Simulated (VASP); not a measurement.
# BaTiO3 (P4mm) in VASP: notebook, part 2 of 2

VASP 6.6.1. The steps go on from the part before.

## (4) Single point, PBE+D4

This run uses another cell than the first one, of 13.88 Å³/atom.

File INCAR:

```
ALGO     = Normal         # electronic algorithm
EDIFF    = 1E-6           # SCF threshold, eV
ENCUT    = 600            # plane-wave cutoff, eV
GGA      = PE             # functional
GGA_COMPAT= F            
ISIF     = 2              # what is computed and relaxed
ISMEAR   = 0              # smearing method
IVDW     = 13             # dispersion correction
LASPH    = T              # aspherical terms in the spheres
LCHARG   = F              # write CHGCAR
LREAL    = F              # projectors in reciprocal space
LWAVE    = F              # write WAVECAR
NBANDS   = 28             # bands
NELM     = 120            # most SCF steps
PREC     = Accurate       # precision mode
SIGMA    = 0.01           # smearing width, eV
```

File KPOINTS:

```
k-points
0
Gamma
  6 6 6
```

File POSCAR:

```
BaTiO3
1.0
    4.1037370749      0.0000000000      0.0000000000
    0.0000000000      4.1037370749      0.0000000000
    0.0000000000      0.0000000000      4.1224100122
Ba Ti O
1 1 3
Direct
    0.0000000000      0.0000000000      0.0000000000
    0.5000000000      0.5000000000      0.4900000000
    0.5000000000      0.5000000000      0.0190000000
    0.5000000000      0.0000000000      0.5170000000
    0.0000000000      0.5000000000      0.5170000000
```

Started as:

```
cat potpaw_PBE.64/Ba_sv/POTCAR potpaw_PBE.64/Ti_sv/POTCAR potpaw_PBE.64/O/POTCAR > POTCAR
mpirun -np 1 vasp_std > vasp.out
```

Run time: 71 s. Hardware: 1 thread of Intel Xeon Platinum 8488C (Sapphire Rapids), shared host; peak memory 0.26 GiB.

The run converged. Its results:

* Free energy: -40.9213 eV
* Pressure: -9.9 GPa
* Largest force: 0.728 eV/Å
* Band gap on the k mesh: 1.61 eV (least direct gap 1.95 eV)
* Dispersion energy per atom: -0.198 eV

Forces on the atoms (eV/Å):
```
Ba   0.000  0.000 -0.001
Ti   0.000  0.000 -0.466
O    0.000  0.000  0.728
O    0.000  0.000 -0.130
O    0.000  0.000 -0.130
```

Stress tensor (GPa, compression positive):
```
-10.16   0.00   0.00
  0.00 -10.16   0.00
  0.00   0.00  -9.50
```

Levels at points of the mesh, in eV from the valence-band top:
```csv
k point,band 17,band 18,band 19,band 20,band 21,band 22,band 23,band 24
"(0.00, 0.00, 0.00)",-1.02,-0.36,-0.34,-0.34,1.61,1.81,1.81,3.45
"(0.50, 0.00, 0.00)",-1.73,-1.64,-0.92,-0.83,1.92,3.11,3.14,3.51
"(0.50, 0.50, 0.00)",-1.79,-1.00,-1.00,-0.08,3.15,3.15,3.51,4.10
"(0.00, 0.00, 0.50)",-1.84,-1.73,-0.70,-0.70,1.74,3.17,3.17,3.45
"(0.50, 0.00, 0.50)",-1.73,-0.93,-0.91,-0.16,3.13,3.17,3.50,4.19
"(0.50, 0.50, 0.50)",-2.42,-0.08,-0.08,0.00,3.70,3.70,3.70,6.15
```

Caveat: the cell stands under tension; spin-orbit coupling is left out, which moves the levels of the heavy elements. A k mesh can miss the band edges.

## (5) Single point, PBE+D4

This run uses another cell than the first one, of 14.40 Å³/atom.

File INCAR:

```
SYSTEM = BaTiO3
  PREC = Accurate
  ENCUT = 600
  EDIFF = 1E-6
  ISMEAR = 0
  SIGMA = 0.01
  LREAL = .FALSE.
  LASPH = .TRUE.
  NELM = 120
  ALGO = Normal
  ISIF = 2
  LWAVE = .FALSE.
  LCHARG = .TRUE.
  GGA = PE
  IVDW = 13
  LELF = .TRUE.
  LVHAR = .TRUE.
  NBANDS = 28
  GGA_COMPAT = .FALSE.
```

File KPOINTS:

```
Automatic mesh
0
G
  6 6 6
  0 0 0
```

Changes to POSCAR since step 4:

```diff
@@ -2,5 +2,5 @@
 1.0
-    4.1037370749      0.0000000000      0.0000000000
-    0.0000000000      4.1037370749      0.0000000000
-    0.0000000000      0.0000000000      4.1224100122
+    4.1537875817      0.0000000000      0.0000000000
+    0.0000000000      4.1537875817      0.0000000000
+    0.0000000000      0.0000000000      4.1726882602
 Ba Ti O
```

Potentials or basis: VASP PAW PBE potentials, release 64 (Ba_sv, Ti_sv, O).

Started as:

```
cat potpaw_PBE.64/Ba_sv/POTCAR potpaw_PBE.64/Ti_sv/POTCAR potpaw_PBE.64/O/POTCAR > POTCAR
mpirun -np 1 vasp_std > vasp.out
```

OUTCAR:

```text
SYSTEM = BaTiO3
   PREC = Accurate
   ENCUT = 600
   EDIFF = 1E-6
   ISMEAR = 0
   LREAL = .FALSE.
   LASPH = .TRUE.
   NELM = 120
   ISIF = 2
   GGA = PE
   IVDW = 13

 ion  position               nearest neighbor table
   1  0.000  0.000  0.000-   4 2.89   5 2.89   5 2.89   4 2.89   3 2.94   3 2.94   3 2.94   3 2.94
                             4 2.99   5 2.99   5 2.99   4 2.99   2 3.58   2 3.58   2 3.58   2 3.58
   2  0.500  0.500  0.490-   3 1.97   4 2.08   5 2.08   4 2.08   5 2.08   3 2.21   1 3.58   1 3.58
                             1 3.58   1 3.58   1 3.63   1 3.63   1 3.63   1 3.63
   3  0.500  0.500  0.019-   2 1.97   2 2.21   1 2.94   1 2.94   1 2.94   1 2.94
   4  0.500  0.000  0.517-   2 2.08   2 2.08   1 2.89   1 2.89   1 2.99   1 2.99
   5  0.000  0.500  0.517-   2 2.08   2 2.08   1 2.89   1 2.89   1 2.99   1 2.99

  LATTYP: Found a simple tetragonal cell.
 ALAT       =     4.1537875817
 C/A-ratio  =     1.0045502275

  Lattice vectors:

 A1 = (   4.1537875817,   0.0000000000,   0.0000000000)
 A2 = (   0.0000000000,   4.1537875817,   0.0000000000)
 A3 = (   0.0000000000,   0.0000000000,   4.1726882602)

Analysis of symmetry for initial positions (statically):
=====================================================================
 Subroutine PRICEL returns:
 Original cell was already a primitive cell.

 Routine SETGRP: Setting up the symmetry group for a
 simple tetragonal supercell.

 Subroutine GETGRP returns: Found  8 space group operations
 (whereof  8 operations were pure point group operations)
 out of a pool of 16 trial point group operations.

The static configuration has the point symmetry C_4v.

Analysis of symmetry for dynamics (positions and initial velocities):
=====================================================================
 Subroutine PRICEL returns:
 Original cell was already a primitive cell.

 Routine SETGRP: Setting up the symmetry group for a
 simple tetragonal supercell.

 Subroutine GETGRP returns: Found  8 space group operations
 (whereof  8 operations were pure point group operations)
 out of a pool of 16 trial point group operations.

The dynamic configuration has the point symmetry C_4v.

 Subroutine INISYM returns: Found  8 space group operations
 (whereof  8 operations are pure point group operations),
 and found     1 'primitive' translations

----------------------------------------------------------------------------------------

                                     Primitive cell

  volume of cell :      71.9954

  direct lattice vectors                    reciprocal lattice vectors
     4.153787582  0.000000000  0.000000000     0.240744135  0.000000000  0.000000000
     0.000000000  4.153787582  0.000000000     0.000000000  0.240744135  0.000000000
     0.000000000  0.000000000  4.172688260     0.000000000  0.000000000  0.239653657

  length of vectors
     4.153787582  4.153787582  4.172688260     0.240744135  0.240744135  0.239653657

  position of ions in fractional coordinates (direct lattice)
     0.000000000  0.000000000  0.000000000
     0.500000000  0.500000000  0.490000000
     0.500000000  0.500000000  0.019000000
     0.500000000  0.000000000  0.517000000
     0.000000000  0.500000000  0.517000000
[... 34 lines left out ...]

 Following reciprocal coordinates:
            Coordinates               Weight
  0.000000  0.000000  0.000000      1.000000
  0.166667  0.000000  0.000000      4.000000
  0.333333  0.000000  0.000000      4.000000
  0.500000  0.000000  0.000000      2.000000
  0.166667  0.166667  0.000000      4.000000
  0.333333  0.166667  0.000000      8.000000
[... 16 lines left out ...]
  0.333333  0.000000  0.333333      8.000000
  0.500000  0.000000  0.333333      4.000000
 [... further k-points ...]
   k-points           NKPTS =     40   k-points in BZ     NKDIM =     40   number of bands    NBANDS=     28
   number of dos      NEDOS =    301   number of ions     NIONS =      5
   total plane-waves  NPLWV =  46656
   dimension x,y,z NGX =    36 NGY =   36 NGZ =   36
   dimension x,y,z NGXF=    72 NGYF=   72 NGZF=   72
   ions per type =               1   1   3
   NGX,Y,Z   is equivalent  to a cutoff of  14.41, 14.41, 14.34 a.u.
   NGXF,Y,Z  is equivalent  to a cutoff of  28.82, 28.82, 28.69 a.u.
 SYSTEM =  BaTiO3
   PREC   = accura    normal or accurate (medium, high low for compatibility)
   ISTART =      0    job   : 0-new  1-cont  2-samecut
   ICHARG =      2    charge: 1-file 2-atom 10-const
   ISPIN  =      1    spin polarized calculation?
   LNONCOLLINEAR =      F non collinear calculations
   LSORBIT =      F    spin-orbit coupling
   LASPH  =      T    aspherical Exc in radial PAW
   ENCUT  =  600.0 eV  44.10 Ry    6.64 a.u.   8.30  8.30  8.33*2*pi/ulx,y,z
   NELM   =    120;   NELMIN=  2; NELMDL= -5     # of ELM steps
   EDIFF  = 0.1E-05   stopping-criterion for ELM
   LREAL  =      F    real-space projection
   EDIFFG = 0.1E-04   stopping-criterion for IOM
   NSW    =      0    number of steps for IOM
   IBRION =     -1    ionic relax: 0-MD 1-quasi-New 2-CG
   NFREE  =      0    steps in history (QN), initial steepest desc. (CG)
   ISIF   =      2    stress and relaxation
   ISYM   =      2    0-nonsym 1-usesym 2-fastsym
   POTIM  = 0.5000    time-step for ionic-motion
   TEBEG  =    0.0;   TEEND  =   0.0 temperature during run
   PSTRESS=    0.0 pullay stress
   NELECT =      40.0000    total number of electrons
   NUPDOWN=      -1.0000    fix difference up-down
   EMIN   =  10.00;   EMAX   =-10.00  energy-range for DOS
   EFERMI =   0.00;   METHOD = LEGACY
   ISMEAR =     0;   SIGMA  =   0.01  broadening in eV -4-tet -1-fermi 0-gaus
   EFERMI_NEDOS =   21; number of points for ismear=-14 and -15
   IALGO  =     38    algorithm
   IMIX   =      4    mixing-type and parameters
     AMIX     =   0.40;   BMIX     =  1.00
     AMIX_MAG =   1.60;   BMIX_MAG =  1.00
  volume/ion in A,a.u.               =      14.40        97.17
  Fermi-wavevector in a.u.,A,eV,Ry     =   1.345840  2.543268 24.644021  1.811284
  Thomas-Fermi vector in A             =   2.473720
   LORBIT       =      0    0 simple, 1 ext, 2 COOP (PROOUT), +10 PAW based schemes
   GGA     = PE    functional components
   LHFCALC =     F    Hartree Fock is set to
   AEXX    =    0.0000 exact exchange contribution
   IVDW    =    13    specifies the selected vdW correction
   LEPSILON=     F    determine dielectric tensor
   LRPA    =     F    only Hartree local field effects (RPA)
 non-spin polarized calculation
 Gauss-broadening in eV      SIGMA  =   0.01
  energy-cutoff  :      600.00
  volume of cell :       72.00
 maximum number of plane-waves:      2440
 NGX is ok and might be reduce to    36
   NGX = 17   NGY = 17   NGZ = 17

 number of electron      39.9999999 magnetization

 Free energy of the ion-electron system (eV)
  ---------------------------------------------------
  ext. energy  EPLUGINS =         0.00000000
  ---------------------------------------------------
  free energy    TOTEN  =       -39.77822699 eV

  energy without entropy =      -39.77822699  energy(sigma->0) =      -39.77822699

 E-fermi :   3.0570     XC(G=0): -10.6554

 val. band max:        3.0171182078   @ k =   0.5000   0.5000   0.5000
 cond. band min:       4.5556296786   @ k =   0.0000   0.0000   0.0000
 fundamental gap:      1.5385114709
 Fermi energy:         3.0570275561

 k-point     1 :       0.0000    0.0000    0.0000
  band No.  band energies     occupation
      1     -54.0396      2.00000
      2     -30.2200      2.00000
      3     -30.2016      2.00000
      4     -30.2016      2.00000
      5     -22.1492      2.00000
      6     -13.6297      2.00000
[... 733 lines left out ...]
     27      10.4614      0.00000
     28      11.6996      0.00000

 [... further k-points ...]

------------------------ aborting loop because EDIFF is reached ----------------------------------------

  DFT-D4 for vdW energy calculation

  Edisp (eV):   -0.95566

  FORCE on cell =-STRESS in cart. coord.  units (eV):
  Direction    XX          YY          ZZ          XY          YZ          ZX
  --------------------------------------------------------------------------------------
  -------------------------------------------------------------------------------------
  Total      -6.32784    -6.32784    -6.08300     0.00000    -0.00000     0.00000
  in kB    -140.81908  -140.81908  -135.37053     0.00000    -0.00000     0.00000
  external pressure =     -139.00 kB  Pullay stress =        0.00 kB

 VOLUME and BASIS-vectors are now :
 -----------------------------------------------------------------------------
  energy-cutoff  :      600.00
  volume of cell :       72.00
      direct lattice vectors                 reciprocal lattice vectors
     4.153787582  0.000000000  0.000000000     0.240744135  0.000000000  0.000000000
     0.000000000  4.153787582  0.000000000     0.000000000  0.240744135  0.000000000
     0.000000000  0.000000000  4.172688260     0.000000000  0.000000000  0.239653657

 POSITION                                       TOTAL-FORCE (eV/Angst)
 -----------------------------------------------------------------------------------
      0.00000      0.00000      0.00000         0.000000      0.000000     -0.027293
      2.07689      2.07689      2.04462         0.000000     -0.000000     -0.606495
      2.07689      2.07689      0.07928         0.000000      0.000000      0.902916
      2.07689      0.00000      2.15728         0.000000      0.000000     -0.134564
      0.00000      2.07689      2.15728        -0.000000     -0.000000     -0.134564
 -----------------------------------------------------------------------------------
    total drift:                                0.000000      0.000000      0.000416

  FREE ENERGIE OF THE ION-ELECTRON SYSTEM (eV)
  ---------------------------------------------------
  free  energy   TOTEN  =       -40.7338912629 eV

  energy  without entropy=      -40.7338912628  energy(sigma->0) =      -40.73389126
```

Run time: 78 s. Hardware: 1 thread of Intel Xeon Platinum 8488C (Sapphire Rapids), shared host; peak memory 0.26 GiB.

What came out:

```yaml
Free_energy: -40.7339 eV
Pressure: -13.9 GPa
Largest_force: 0.903 eV/Å
Band_gap_on_the_k_mesh: 1.54 eV (least direct gap 1.89 eV)
Dispersion_energy_per_atom: -0.191 eV
```

Forces on the atoms (eV/Å):
```
Ba   0.000  0.000 -0.027
Ti   0.000  0.000 -0.606
O    0.000  0.000  0.903
O    0.000  0.000 -0.135
O    0.000  0.000 -0.135
```

Stress tensor (GPa, compression positive):
```
-14.08   0.00   0.00
  0.00 -14.08   0.00
  0.00   0.00 -13.54
```

Levels at points of the mesh, in eV from the valence-band top:
```
           k point  band 16  band 17  band 18  band 19  band 20  band 21  band 22  band 23  band 24  band 25
(0.00, 0.00, 0.00)    -1.06    -0.97    -0.38    -0.35    -0.35     1.54     1.72     1.72     3.23     3.33
(0.50, 0.00, 0.00)    -1.68    -1.67    -1.58    -0.91    -0.82     1.82     2.95     2.98     3.29     4.86
(0.50, 0.50, 0.00)    -2.35    -1.79    -1.00    -1.00    -0.07     2.98     2.98     3.33     3.84     6.48
(0.00, 0.00, 0.50)    -1.79    -1.79    -1.64    -0.69    -0.69     1.65     3.00     3.00     3.23     4.97
(0.50, 0.00, 0.50)    -2.31    -1.73    -0.94    -0.92    -0.15     2.96     3.00     3.32     3.93     6.46
(0.50, 0.50, 0.50)    -2.44    -2.40    -0.08    -0.08     0.00     3.49     3.49     3.49     5.96     6.20
```

Caveat: the cell stands under tension; spin-orbit coupling is left out, which moves the levels of the heavy elements. A k mesh can miss the band edges.

## (6) The runs side by side

```tsv
cell	gap on the mesh (eV)	pressure (GPa)	largest force (eV/Å)
a = 4.000, b = 4.000, c = 4.018 Å, 5 atoms	1.77	1.2	0.30
a = 4.052, b = 4.052, c = 4.071 Å, 5 atoms	1.69	-5.0	0.53
a = 4.104, b = 4.104, c = 4.122 Å, 5 atoms	1.61	-9.9	0.73
a = 4.154, b = 4.154, c = 4.173 Å, 5 atoms	1.54	-13.9	0.90
```

Alike in all rows: task single point; level PBE+D4; potentials or basis VASP PAW PBE potentials, release 64 (Ba_sv, Ti_sv, O); no spin polarisation; k mesh 6 × 6 × 6; cutoff (eV) 600; smearing gaussian 0.01 eV.

Caveats: spin-orbit coupling is left out, which moves the levels of the heavy elements; the cell stands under tension (at least some runs).

Total energies depend on the potentials used, so only differences within one code and one set of settings carry meaning.
